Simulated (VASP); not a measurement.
A run of VASP 6.6.1:

Contents of INCAR:

```
SYSTEM = InSb
ALGO = Normal
EDIFF = 1E-6
ENCUT = 520
GGA = PE
GGA_COMPAT = .FALSE.
ISIF = 2
ISMEAR = 0
LASPH = .TRUE.
LCHARG = .FALSE.
LORBIT = 11
LORBMOM = .TRUE.
LREAL = .FALSE.
LSORBIT = .TRUE.
LWAVE = .FALSE.
MAGMOM = 0 0 0 0 0 0
NBANDS = 30
NELM = 150
PREC = Accurate
SIGMA = 0.1
```

File KPOINTS:

```
k-points
0
G
  14 14 8
  0 0 0
```

File POSCAR:

```
InSb
1.0
    3.0766560000      0.0000000000      0.0000000000
    0.0000000000      3.0766560000      0.0000000000
    0.0000000000      0.0000000000      6.2154700000
In Sb
1 1
Direct
    0.0000000000      0.0000000000      0.0000000000
    0.0000000000      0.0000000000      0.5000000000
```

Potentials or basis: VASP PAW PBE potentials, release 64 (In_d, Sb).

The run is started by

```console
$ cat potpaw_PBE.64/In_d/POTCAR potpaw_PBE.64/Sb/POTCAR > POTCAR
$ mpirun -np 1 vasp_ncl > vasp.out
```

Hardware: 1 thread of Intel(R) Xeon(R) Platinum 8488C (Sapphire Rapids) (shared host).

Problem. Estimate the wall time of this run.

Solution. Run time: 8.9 min on 1 thread of Intel(R) Xeon(R) Platinum 8488C (Sapphire Rapids), on a shared host, peak memory 0.6 GiB. Counts: scf iterations 12, k points 180.
